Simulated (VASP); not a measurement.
# SnS2 in VASP: single point with PBEsol

Aim: the single point of SnS2 with PBEsol.

Everything below comes from runs of VASP 6.6.1. Logs are shortened: lines on timing, memory, paths and dates and some standing lists are left out, and cuts for length are marked.

### Step 1. The cell of the first run

The cell holds a slab with vacuum, 24 atoms: a = 3.651 Å, b = 12.656 Å, c = 26.591 Å, α = 90.00°, β = 90.00°, γ = 98.29°.

### Step 2. Single point, PBEsol

Contents of INCAR:

```
SYSTEM = SnS2
PREC = Accurate ; ENCUT = 400
EDIFF = 1E-6 ; ISMEAR = 0
SIGMA = 0.05 ; LREAL = .False.
LASPH = .True. ; NELM = 120
ALGO = Normal ; ISIF = 2
LWAVE = .False. ; LCHARG = .False.
LDIPOL = .True. ; IDIPOL = 3
DIPOL = 0.5 0.5 0.503 ; GGA = PS
ISYM = 0 ; NBANDS = 122
GGA_COMPAT = .False. ; NELMDL = -8
KPAR = 4
```

Contents of KPOINTS:

```
Automatic mesh
0
Gamma
  7 3 1
  0 0 0
```

Contents of POSCAR:

```
SnS2
1.0
    3.6513143004      0.0000000000      0.0000000000
   -1.8256571502     12.5236202735      0.0000000000
    0.0000000000      0.0000000000     26.5909251975
Sn S
8 16
Direct
    0.7551922581      0.5303508090      0.2806778941
    0.5091462300      0.0371236593      0.3445049637
    0.2862744837      0.5925634090      0.3970421606
    0.0511972109      0.1212560292      0.4550709269
    0.8172284300      0.6559051388      0.5123232189
    0.5840655113      0.1881681457      0.5700020556
    0.3211462013      0.7223975171      0.6267985709
    0.1249712706      0.2696800672      0.6807187001
    0.3220240501      0.6641914962      0.3066205348
    0.9614445242      0.9417442099      0.3020884476
    0.0820809867      0.1826926250      0.3632708254
    0.7192973888      0.4582579229      0.3724711839
    0.8532538161      0.7273402196      0.4216957386
    0.4811132383      0.9805615325      0.4345646233
    0.6184919424      0.2560859708      0.4783914213
    0.2496592768      0.5208514488      0.4875542601
    0.3838628329      0.7920114533      0.5359467460
    0.0168119460      0.0530454420      0.5467011700
    0.1538267354      0.3286007503      0.5907747406
    0.7611762470      0.5873065793      0.6038346062
    0.9270471198      0.8555914110      0.6584287365
    0.5519924665      0.1246087727      0.6610933919
    0.6723473538      0.3643686572      0.7233141318
    0.6451824633      0.7429647011      0.7083081603
```

Potentials or basis: VASP PAW PBE potentials, release 64 (Sn_d, S).

On the command line:

```console
$ cat potpaw_PBE.64/Sn_d/POTCAR potpaw_PBE.64/S/POTCAR > POTCAR
$ mpirun -np 4 vasp_std > vasp.out
```

OUTCAR:

```text
SYSTEM = SnS2
   PREC = Accurate
   ENCUT = 400
   EDIFF = 1E-6
   ISMEAR = 0
   LREAL = .False.
   LASPH = .True.
   NELM = 120
   ISIF = 2
   GGA = PS
   ISYM = 0
   NELMDL = -8

 ion  position               nearest neighbor table
   1  0.755  0.530  0.281-   9 2.57   9 2.57  12 2.60   3 3.68   3 3.68
   2  0.509  0.037  0.345-  10 2.46  10 2.46  14 2.50  11 2.63  11 2.63   4 3.62   4 3.62
   3  0.286  0.593  0.397-   9 2.57  12 2.57  12 2.57  16 2.57  13 2.57  13 2.57   5 3.65   5 3.66
                             1 3.68   1 3.68
   4  0.051  0.121  0.455-  11 2.56  15 2.56  15 2.56  18 2.58  14 2.59  14 2.60   2 3.62   2 3.62
                             6 3.66   6 3.66
   5  0.817  0.656  0.512-  13 2.57  17 2.57  16 2.57  16 2.57  17 2.58  20 2.58   7 3.59   3 3.65
                             3 3.66   7 3.70
   6  0.584  0.188  0.570-  22 2.55  18 2.56  18 2.57  15 2.58  19 2.59  19 2.60   8 3.61   8 3.61
                             4 3.66   4 3.66
   7  0.321  0.722  0.627-  24 2.47  21 2.51  20 2.54  17 2.57  20 2.58  21 2.71   5 3.59   5 3.70

   8  0.125  0.270  0.681-  23 2.45  23 2.45  19 2.50  22 2.63  22 2.63   6 3.61   6 3.61
   9  0.322  0.664  0.307-   3 2.57   1 2.57   1 2.57
  10  0.961  0.942  0.302-   2 2.46   2 2.46
  11  0.082  0.183  0.363-   4 2.56   2 2.63   2 2.63
  12  0.719  0.458  0.372-   3 2.57   3 2.57   1 2.60
  13  0.853  0.727  0.422-   3 2.57   5 2.57   3 2.57
  14  0.481  0.981  0.435-   2 2.50   4 2.59   4 2.60
  15  0.618  0.256  0.478-   4 2.56   4 2.56   6 2.58
  16  0.250  0.521  0.488-   3 2.57   5 2.57   5 2.57
  17  0.384  0.792  0.536-   7 2.57   5 2.57   5 2.58
  18  0.017  0.053  0.547-   6 2.56   6 2.57   4 2.58
  19  0.154  0.329  0.591-   8 2.50   6 2.59   6 2.60
  20  0.761  0.587  0.604-   7 2.54   5 2.58   7 2.58
  21  0.927  0.856  0.658-  24 2.10   7 2.51   7 2.71
  22  0.552  0.125  0.661-   6 2.55   8 2.63   8 2.63
  23  0.672  0.364  0.723-   8 2.45   8 2.45
  24  0.645  0.743  0.708-  21 2.10   7 2.47

IMPORTANT INFORMATION: All symmetrisations will be switched off!
NOSYMM: (Re-)initialisation of all symmetry stuff for point group C_1.

----------------------------------------------------------------------------------------

                                     Primitive cell

  volume of cell :    1215.9412

  direct lattice vectors                    reciprocal lattice vectors
     3.651314300  0.000000000  0.000000000     0.273873986  0.039924558  0.000000000
    -1.825657150 12.523620274  0.000000000     0.000000000  0.079849115  0.000000000
     0.000000000  0.000000000 26.590925197     0.000000000  0.000000000  0.037606815

  length of vectors
     3.651314300 12.655990233 26.590925197     0.276768731  0.079849115  0.037606815

  position of ions in fractional coordinates (direct lattice)
     0.755192258  0.530350809  0.280677894
     0.509146230  0.037123659  0.344504964
     0.286274484  0.592563409  0.397042161
     0.051197211  0.121256029  0.455070927
     0.817228430  0.655905139  0.512323219
     0.584065511  0.188168146  0.570002056
[... 16 lines left out ...]
     0.672347354  0.364368657  0.723314132
     0.645182463  0.742964701  0.708308160

  ion indices of the primitive-cell ions
   primitive index   ion index
                 1           1
                 2           2
                 3           3
                 4           4
                 5           5
                 6           6
[... 16 lines left out ...]
                23          23
                24          24

----------------------------------------------------------------------------------------

 KPOINTS: Automatic mesh

Automatic generation of k-mesh.
 Grid dimensions read from file:
 generate k-points for:    7    3    1

 Generating k-lattice:

  Cartesian coordinates                     Fractional coordinates (reciprocal lattice)
     0.039124855  0.005703508  0.000000000     0.142857143  0.000000000  0.000000000
     0.000000000  0.026616372  0.000000000     0.000000000  0.333333333  0.000000000
     0.000000000  0.000000000  0.037606815     0.000000000  0.000000000  1.000000000

  Length of vectors
     0.039538390  0.026616372  0.037606815

  Shift w.r.t. Gamma in fractional coordinates (k-lattice)
     0.000000000  0.000000000  0.000000000

 -----------------------------------------------------------------------------
|                                                                             |
|           W    W    AA    RRRRR   N    N  II  N    N   GGGG   !!!           |
|           W    W   A  A   R    R  NN   N  II  NN   N  G    G  !!!           |
|           W    W  A    A  R    R  N N  N  II  N N  N  G       !!!           |
|           W WW W  AAAAAA  RRRRR   N  N N  II  N  N N  G  GGG   !            |
|           WW  WW  A    A  R   R   N   NN  II  N   NN  G    G                |
|           W    W  A    A  R    R  N    N  II  N    N   GGGG   !!!           |
|                                                                             |
|     Your reciprocal lattice and k-lattice belong to different lattice       |
|     classes:                                                                |
|                                                                             |
|        The reciprocal lattice is base centered orthorhombic,                |
|        whereas your k-lattice is simple monoclinic.                         |
|                                                                             |
|     Results are often still useful ...                                      |
|                                                                             |
 -----------------------------------------------------------------------------

 WARNING: IBZKPT: internal override: KBLOWUP is changed to .FALSE.
      ... skipping the blow-up phase ...

 Subroutine IBZKPT returns following result:
 ===========================================

 Found     11 irreducible k-points:

 Following reciprocal coordinates:
            Coordinates               Weight
  0.000000  0.000000  0.000000      1.000000
  0.142857  0.000000  0.000000      2.000000
  0.285714  0.000000  0.000000      2.000000
  0.428571  0.000000  0.000000      2.000000
  0.000000  0.333333  0.000000      2.000000
  0.142857  0.333333  0.000000      2.000000
  0.285714  0.333333  0.000000      2.000000
  0.428571  0.333333  0.000000      2.000000
 -0.428571  0.333333  0.000000      2.000000
 -0.285714  0.333333  0.000000      2.000000
 -0.142857  0.333333  0.000000      2.000000
   k-points           NKPTS =     11   k-points in BZ     NKDIM =     11   number of bands    NBANDS=    122
   number of dos      NEDOS =    301   number of ions     NIONS =     24
   total plane-waves  NPLWV = 362880
   dimension x,y,z NGX =    24 NGY =   84 NGZ =  180
   dimension x,y,z NGXF=    48 NGYF=  168 NGZF=  360
   ions per type =               8  16
   NGX,Y,Z   is equivalent  to a cutoff of  10.93, 11.03, 11.25 a.u.
   NGXF,Y,Z  is equivalent  to a cutoff of  21.85, 22.07, 22.51 a.u.
 SYSTEM =  SnS2
   PREC   = accura    normal or accurate (medium, high low for compatibility)
   ISTART =      0    job   : 0-new  1-cont  2-samecut
   ICHARG =      2    charge: 1-file 2-atom 10-const
   ISPIN  =      1    spin polarized calculation?
   LNONCOLLINEAR =      F non collinear calculations
   LSORBIT =      F    spin-orbit coupling
   LASPH  =      T    aspherical Exc in radial PAW
   ENCUT  =  400.0 eV  29.40 Ry    5.42 a.u.   5.95 20.64 43.36*2*pi/ulx,y,z
   NELM   =    120;   NELMIN=  2; NELMDL= -8     # of ELM steps
   EDIFF  = 0.1E-05   stopping-criterion for ELM
   LREAL  =      F    real-space projection
   EDIFFG = 0.1E-04   stopping-criterion for IOM
   NSW    =      0    number of steps for IOM
   IBRION =     -1    ionic relax: 0-MD 1-quasi-New 2-CG
   NFREE  =      0    steps in history (QN), initial steepest desc. (CG)
   ISIF   =      2    stress and relaxation
   ISYM   =      0    0-nonsym 1-usesym 2-fastsym
   POTIM  = 0.5000    time-step for ionic-motion
   TEBEG  =    0.0;   TEEND  =   0.0 temperature during run
   PSTRESS=    0.0 pullay stress
   NELECT =     208.0000    total number of electrons
   NUPDOWN=      -1.0000    fix difference up-down
   EMIN   =  10.00;   EMAX   =-10.00  energy-range for DOS
   EFERMI =   0.00;   METHOD = LEGACY
   ISMEAR =     0;   SIGMA  =   0.05  broadening in eV -4-tet -1-fermi 0-gaus
   EFERMI_NEDOS =   21; number of points for ismear=-14 and -15
   IALGO  =     38    algorithm
   IMIX   =      4    mixing-type and parameters
     AMIX     =   0.40;   BMIX     =  1.00
     AMIX_MAG =   1.60;   BMIX_MAG =  1.00
  volume/ion in A,a.u.               =      50.66       341.90
  Fermi-wavevector in a.u.,A,eV,Ry     =   0.908779  1.717344 11.236777  0.825880
  Thomas-Fermi vector in A             =   2.032746
   LORBIT       =      0    0 simple, 1 ext, 2 COOP (PROOUT), +10 PAW based schemes
   GGA     = PS    functional components
   LHFCALC =     F    Hartree Fock is set to
   AEXX    =    0.0000 exact exchange contribution
   IVDW    =     0    specifies the selected vdW correction
   LEPSILON=     F    determine dielectric tensor
   LRPA    =     F    only Hartree local field effects (RPA)
 non-spin polarized calculation
 Gauss-broadening in eV      SIGMA  =   0.05
  energy-cutoff  :      400.00
  volume of cell :     1215.94
 maximum number of plane-waves:     22170
   NGX = 11   NGY = 41   NGZ = 87

 dipolmoment           0.000000      0.000000     -0.000005 electrons x Angstroem

 number of electron     207.9999987 magnetization

 dipolmoment           0.000000      0.000000      0.164562 electrons x Angstroem

 Free energy of the ion-electron system (eV)
  ---------------------------------------------------
  ext. energy  EPLUGINS =         0.00000000
  ---------------------------------------------------
  free energy    TOTEN  =      -111.46452887 eV

  energy without entropy =     -111.46452887  energy(sigma->0) =     -111.46452887

 E-fermi :  -0.7156     XC(G=0):  -4.9495

 val. band max:       -0.9611252986   @ k =  -0.1429   0.3333   0.0000
 cond. band min:       0.0692603312   @ k =   0.0000   0.3333   0.0000
 fundamental gap:      1.0303856298
 Fermi energy:        -0.7155662724

 k-point     1 :       0.0000    0.0000    0.0000
  band No.  band energies     occupation
      1     -22.4582      2.00000
      2     -22.4118      2.00000
      3     -22.3896      2.00000
      4     -22.3668      2.00000
      5     -22.3615      2.00000
      6     -22.3440      2.00000
[... 108 lines left out ...]
    115       2.6402      0.00000
    116       2.9878      0.00000

 k-point     2 :       0.1429    0.0000    0.0000
  band No.  band energies     occupation
      1     -22.4469      2.00000
      2     -22.4117      2.00000
      3     -22.3956      2.00000
      4     -22.3731      2.00000
      5     -22.3590      2.00000
      6     -22.3397      2.00000
[... 1063 lines left out ...]
 k-point    11 :      -0.1429    0.3333    0.0000
  band No.  band energies     occupation
      1     -22.4469      2.00000
      2     -22.4117      2.00000
      3     -22.3956      2.00000
      4     -22.3731      2.00000
      5     -22.3590      2.00000
      6     -22.3397      2.00000
[... 108 lines left out ...]
    115       2.7865      0.00000
    116       3.1060      0.00000
 [bands above 116 left out]

------------------------ aborting loop because EDIFF is reached ----------------------------------------

 vacuum level on the upper side and lower side of the slab       (xc-potential included)         0.239        -0.377

  FORCE on cell =-STRESS in cart. coord.  units (eV):
  Direction    XX          YY          ZZ          XY          YZ          ZX
  --------------------------------------------------------------------------------------
  -------------------------------------------------------------------------------------
  Total       -2.5426258     -0.3788768     -0.3392982      0.0487319      0.0743273      0.0151716
  in kB       -3.3502752     -0.4992246     -0.4470742      0.0642113      0.0979369      0.0199908
  external PRESSURE =      -1.4321913 kB  Pullay stress =       0.0000000 kB

 VOLUME and BASIS-vectors are now :
 -----------------------------------------------------------------------------
  energy-cutoff  :      400.00
  volume of cell :     1215.94
      direct lattice vectors                 reciprocal lattice vectors
     3.651314300  0.000000000  0.000000000     0.273873986  0.039924558  0.000000000
    -1.825657150 12.523620274  0.000000000     0.000000000  0.079849115  0.000000000
     0.000000000  0.000000000 26.590925197     0.000000000  0.000000000  0.037606815

 POSITION                                       TOTAL-FORCE (eV/Angst)
 -----------------------------------------------------------------------------------
      1.78921      6.64191      7.46348        -0.000284     -0.017198     -0.012381
      1.79128      0.46492      9.16071         0.000220     -0.012161     -0.004138
     -0.03654      7.42104     10.55772        -0.000441     -0.003852      0.005140
     -0.03443      1.51856     12.10076         0.001273      0.003521      0.007096
      1.78650      8.21431     13.62315        -0.001319      0.005471     -0.002355
      1.78908      2.35655     15.15688         0.001601      0.002408     -0.003417
[... 16 lines left out ...]
      1.78974      4.56321     19.23359        -0.000244     -0.008668     -0.007161
      0.99937      9.30461     18.83457         0.017907      0.052459     -0.064866
 -----------------------------------------------------------------------------------
    total drift:                               -0.002253      0.003611      0.001376

  FREE ENERGIE OF THE ION-ELECTRON SYSTEM (eV)
  ---------------------------------------------------
  free  energy   TOTEN  =      -111.4645288693 eV

  energy  without entropy=     -111.4645288693  energy(sigma->0) =     -111.46452887

 vacuum level on the upper side and lower side of the slab         5.129         4.490
```

Wall time 16 min (4 MPI ranks of Intel Xeon Platinum 8375C at 2.90GHz (Ice Lake), shared host); peak memory 1.2 GiB.

Results:

```yaml
Free_energy: -111.4645 eV
Largest_force: 0.085 eV/Å
Band_gap_on_the_k_mesh: 1.03 eV (least direct gap 1.16 eV)
```

Forces on the atoms (eV/Å):
```
Sn   0.000 -0.017 -0.012
Sn   0.000 -0.012 -0.004
Sn   0.000 -0.004  0.005
Sn   0.001  0.004  0.007
Sn  -0.001  0.005 -0.002
Sn   0.002  0.002 -0.003
Sn   0.002 -0.003  0.005
Sn   0.000  0.019 -0.001
S    0.000  0.014  0.006
S    0.000  0.004  0.004
S    0.000  0.011  0.002
S    0.000 -0.001  0.002
S    0.000  0.006 -0.007
S    0.000 -0.004 -0.004
S    0.001  0.006  0.000
S    0.001  0.000  0.003
S   -0.001 -0.006  0.009
S    0.000 -0.008  0.003
S   -0.001  0.000 -0.002
S    0.005  0.006  0.005
S   -0.026 -0.053  0.050
S    0.000 -0.013  0.006
S    0.000 -0.009 -0.007
S    0.018  0.052 -0.065
```

Levels at points of the mesh, in eV from the valence-band top:
| k point | band 100 | band 101 | band 102 | band 103 | band 104 | band 105 | band 106 | band 107 | band 108 | band 109 |
| --- | --- | --- | --- | --- | --- | --- | --- | --- | --- | --- |
| (0.00, 0.00, 0.00) | -0.60 | -0.56 | -0.52 | -0.46 | -0.15 | 1.03 | 1.28 | 1.49 | 1.70 | 1.79 |

Caveat: the PAW data sets were made with another functional, which shifts forces and pressure a little; spin-orbit coupling is left out, which moves the levels of the heavy elements.
